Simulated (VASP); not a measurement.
Write the native input for VASP 6.6.1 that does the following.

* Task: single point
* Functional: r2SCAN
* Potentials or basis: VASP PAW PBE potentials, release 64 (Co, O)
* Cutoff: 520 eV
* k mesh: 5 × 10 × 10
* Occupations: fermi-dirac, width 0.05 eV
* Spin: no spin polarisation
* Dipole correction: no
* Further INCAR settings: ALGO = Normal; EDIFF = 1e-06; NBANDS = 23

The system is CoO.

```
Co O
1.0
     0.00000    4.26300    4.26300
     2.13150    0.00000    2.13150
     2.13150    2.13150    0.00000
Co O
2 2
Direct
  0.00000 0.00000 0.00000
  0.50000 0.00000 0.00000
  0.25000 0.50000 0.50000
  0.75000 0.50000 0.50000
```

One way to write it, as run:

POSCAR

```
CoO
1.0
    0.0000000000      4.2630000000      4.2630000000
    2.1315000000      0.0000000000      2.1315000000
    2.1315000000      2.1315000000      0.0000000000
Co O
2 2
Direct
    0.0000000000      0.0000000000      0.0000000000
    0.5000000000      0.0000000000      0.0000000000
    0.2500000000      0.5000000000      0.5000000000
    0.7500000000      0.5000000000      0.5000000000
```

INCAR.step1

```
SYSTEM = CoO
  PREC = Accurate
  ENCUT = 520
  ISMEAR = -1
  SIGMA = 0.05
  LREAL = .False.
  LASPH = .True.
  NELM = 80
  NBANDS = 23
  GGA = PE
  ALGO = Normal
  EDIFF = 1E-4
  LWAVE = .True.
  LCHARG = .False.
```

INCAR.step2

```
SYSTEM = CoO
  PREC = Accurate
  ENCUT = 520
  EDIFF = 1E-6
  ISMEAR = -1
  SIGMA = 0.05
  LREAL = .False.
  LASPH = .True.
  NELM = 80
  ALGO = Normal
  ISIF = 2
  LWAVE = .False.
  LCHARG = .False.
  METAGGA = R2SCAN
  LMIXTAU = .True.
  NBANDS = 23
  ISTART = 1
```

KPOINTS

```
regular mesh
0
Gamma
  5 10 10
  0 0 0
```

Potentials or basis: VASP PAW PBE potentials, release 64 (Co, O).

Command:

```bash
$ cat potpaw_PBE.64/Co/POTCAR potpaw_PBE.64/O/POTCAR > POTCAR
$ cp INCAR.step1 INCAR
$ mpirun -np 1 vasp_std > vasp.out
$ cp INCAR.step2 INCAR
$ mpirun -np 1 vasp_std > vasp.out
```

Results of the run:

The pressure is -25.5 GPa and the band gap on the k mesh is zero (bands 15 and 16 overlap by 1.09 eV).

Caveat: the cell stands under tension; the PAW data sets were made with another functional, which shifts forces and pressure a little; the run has no spin polarisation, though such a crystal can be magnetic; semilocal functionals often make such compounds metallic where correlation or magnetic order opens a gap, which also shifts bond lengths.

Wall time 3.9 min on 1 thread of Intel Xeon 8259CL (shared host), peak memory 0.2 GiB.
